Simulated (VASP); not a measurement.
# TePb: single point with r2SCAN

The system is TePb.

```
Pb Te
1.0
    -0.13283    3.23304    3.23304
     3.23304   -0.13283    3.23304
     3.23304    3.23304   -0.13283
Pb Te
1 1
Direct
  0.00000 0.00000 0.00000
  0.50000 0.50000 0.50000
```

This cell differs from its parent crystal: epitaxial 111 strain +3.0%.

```yaml
Program: VASP 6.6.1
Task: single point
Functional: r2SCAN
Potentials_or_basis: VASP PAW PBE potentials, release 64 (Pb_d, Te)
Cutoff: 520 eV
k_mesh: 8 × 8 × 8
Occupations: gaussian, width 0.01 eV
Spin: no spin polarisation
```

```
Pressure               : -1.2 GPa
Band gap on the k mesh : 0.75 eV (least direct gap 1.06 eV)
```

Stress tensor (GPa, compression positive):
```
-1.16  0.58  0.58
 0.58 -1.16  0.58
 0.58  0.58 -1.16
```

Levels at points of the mesh, in eV from the valence-band top:
```
           k point  band 7  band 8  band 9  band 10  band 11  band 12  band 13  band 14
(0.00, 0.00, 0.00)   -5.91   -1.48   -1.48    -1.01     4.07     4.28     4.28     6.02
(0.50, 0.00, 0.00)   -8.70   -0.91   -0.76     0.00     1.06     1.48     1.76     8.66
(0.50, 0.50, 0.00)   -7.50   -4.27   -2.86    -2.48     3.79     5.37     5.56     6.68
(0.50, 0.50, 0.50)   -8.52   -1.06   -1.06    -0.35     0.75     1.24     1.24     8.97
```

It took 3.8 min on 1 thread of AMD EPYC 7R13 Processor (Zen 3), on a shared host, peak memory 0.24 GiB.

Caveat: the cell differs from its parent crystal (epitaxial 111 strain +3.0%); the structure was generated, so it needn't be the stable form of TePb; the PAW data sets were made with another functional, which shifts forces and pressure a little; spin-orbit coupling is left out, which moves the levels of the heavy elements. A k mesh can miss the band edges.
